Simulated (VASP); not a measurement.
Input of a VASP 6.6.1 run:

File INCAR:

```
SYSTEM = YScB2O6
ALGO = Normal
EDIFF = 1E-7
ENCUT = 520
GGA = CA
ISIF = 2
ISMEAR = 0
LASPH = .TRUE.
LCHARG = .FALSE.
LREAL = .FALSE.
LWAVE = .FALSE.
NBANDS = 43
NELM = 100
PREC = Accurate
SIGMA = 0.01
```

File KPOINTS:

```
k-points
0
G
  4 4 4
  0 0 0
```

Contents of POSCAR:

```
YScB2O6
1.0
    2.4552600000      1.4175400000      5.3730200000
   -2.4552600000      1.4175400000      5.3730200000
    0.0000000000     -2.8350900000      5.3730200000
Y Sc B O
1 1 2 6
Direct
    0.5000000000      0.5000000000      0.5000000000
    0.0000000000      0.0000000000      0.0000000000
    0.2550100000      0.2550100000      0.2550100000
    0.7449900000      0.7449900000      0.7449900000
    0.2335400000      0.5458800000      0.9815500000
    0.9815500000      0.2335400000      0.5458800000
    0.5458800000      0.9815500000      0.2335400000
    0.0184500000      0.7664600000      0.4541200000
    0.4541200000      0.0184500000      0.7664600000
    0.7664600000      0.4541200000      0.0184500000
```

Potentials or basis: VASP PAW LDA potentials, release 64 (Y_sv, Sc_sv, B, O).

Run with:

```bash
$ cat potpaw_LDA.64/Y_sv/POTCAR potpaw_LDA.64/Sc_sv/POTCAR potpaw_LDA.64/B/POTCAR potpaw_LDA.64/O/POTCAR > POTCAR
$ mpirun -np 1 vasp_std > vasp.out
```

Task: Predict the largest force.

Result: 0.162 eV/Å.

Task: Estimate the pressure.

Result: -9.8 GPa.

Stress tensor (GPa, compression positive):
```
-10.35   0.00   0.00
  0.00 -10.35   0.00
  0.00   0.00  -8.60
```
